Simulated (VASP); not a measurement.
Write the native input for VASP 6.6.1 that does the following.

- Task: single point
- Functional: PBEsol
- Potentials or basis: VASP PAW PBE potentials, release 64 (Cu)
- Cutoff: 520 eV
- k mesh: 16 × 16 × 16
- Occupations: fermi-dirac, width 0.08 eV
- Spin: no spin polarisation
- Dipole correction: no
- Further INCAR settings: ALGO = Normal; EDIFF = 1e-07; NBANDS = 12

The structure of Cu lies in POSCAR:

```
Cu
1.0
    0.0000000000      1.7820431219      1.7820431219
    1.7820431219      0.0000000000      1.7820431219
    1.7820431219      1.7820431219      0.0000000000
Cu
1
Direct
    0.0000000000      0.0000000000      0.0000000000
```

The input as run:

INCAR

```
SYSTEM = Cu
PREC = Accurate ; ENCUT = 520
EDIFF = 1E-7 ; ISMEAR = -1
SIGMA = 0.08 ; LREAL = .False.
LASPH = .True. ; NELM = 100
ALGO = Normal ; ISIF = 2
LWAVE = .False. ; LCHARG = .False.
GGA = PS ; NBANDS = 12
```

KPOINTS

```
regular mesh
0
Gamma
  16 16 16
  0 0 0
```

Potentials or basis: VASP PAW PBE potentials, release 64 (Cu).

Launch:

```bash
$ cat potpaw_PBE.64/Cu/POTCAR > POTCAR
$ mpirun -np 1 vasp_std > vasp.out
```

It gave:

```yaml
Pressure: 0.7 GPa
```

Caveat: the PAW data sets were made with another functional, which shifts forces and pressure a little.

Run time: 15 s on 1 thread of AMD EPYC 7R13 Processor (Zen 3), on a shared host, peak memory 0.1 GiB.
